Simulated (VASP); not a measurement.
A run of VASP 6.6.1 is set up as follows.

Contents of INCAR:

```
SYSTEM = Ru
ALGO = Normal ; EDIFF = 1E-7
ENCUT = 520 ; GGA = PS
ISIF = 2 ; ISMEAR = -1
LASPH = .TRUE. ; LCHARG = .FALSE.
LREAL = .FALSE. ; LWAVE = .FALSE.
NBANDS = 21 ; NELM = 100
PREC = Accurate ; SIGMA = 0.15
```

File KPOINTS:

```
k-points
0
G
  18 18 10
  0 0 0
```

File POSCAR:

```
Ru
1.0
    2.6916927100      0.0000000000      0.0000000000
   -1.3458463550      2.3310742660      0.0000000000
    0.0000000000      0.0000000000      4.2517439378
Ru
2
Direct
    0.3333333333      0.6666666667      0.2500000000
    0.6666666667      0.3333333333      0.7500000000
```

Potentials or basis: VASP PAW PBE potentials, release 64 (Ru_pv).

Command:

```console
$ cat potpaw_PBE.64/Ru_pv/POTCAR > POTCAR
$ mpirun -np 1 vasp_std > vasp.out
```

Problem. What does it give for the band gap on the k mesh?

Solution. Zero (band 14 reaches 14.55 eV, above the bottom of band 15 at 11.34 eV).

Problem. Predict the pressure.

Solution. -0.1 GPa.

Caveat: the PAW data sets were made with another functional, which shifts forces and pressure a little.
